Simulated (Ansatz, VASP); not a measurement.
**Co: VASP beside Ansatz**

```xyz
2
Lattice="2.4707 0.0000 0.0000 -1.2353 2.1397 0.0000 0.0000 0.0000 4.0360" Properties=species:S:1:pos:R:3 pbc="T T T"
Co    0.0000    1.4264    2.9872
Co    1.2353    0.7132    1.0488
```

Alike in both runs: task single point; functional PBE0; k mesh 6 × 6 × 4; occupations fermi-dirac, width 0.05 eV; collinear spin.

|  | VASP | Ansatz |
| --- | --- | --- |
| version | VASP 6.6.1 | Ansatz 0.2.0 |
| potentials or method | VASP PAW PBE potentials, release 64 (Co) | Ansatz PAW |
| plane-wave cutoff (eV) | 520 | 420 |
| valence electrons in the cell | 18 | 34 |

Ansatz gave:

- gap on the k mesh at the Fermi level (eV): none
- pressure (GPa): 9.4
- traceless stress, the component that is largest in VASP (GPa): 9.95
- rms of the force components (eV/Å): 0.216
- net moment per atom (μB): 1.76
- size of the moment on the site where the two differ most (μB): 1.95

What did VASP give for the same quantities?

gap on the k mesh at the Fermi level (eV): none; pressure (GPa): 8.3; traceless stress, the component that is largest in VASP (GPa): 10.57; rms of the force components (eV/Å): 0.168; net moment per atom (μB): 1.76; size of the moment on the site where the two differ most (μB): 1.82.

Site moments also hang on the region over which each program counts them. Atom by atom the forces differ by 0.049 eV/Å (rms over components). A gap of «none» marks a metal or a gap that the smearing closes. VASP's potentials hold 18 valence electrons a cell and Ansatz's 34, so a difference there can come from the potentials and not from the codes.

The k mesh is coarse, so the values compare programs but aren't converged. Noted on Ansatz's run: the magnetic or orbital state may not be the lowest.
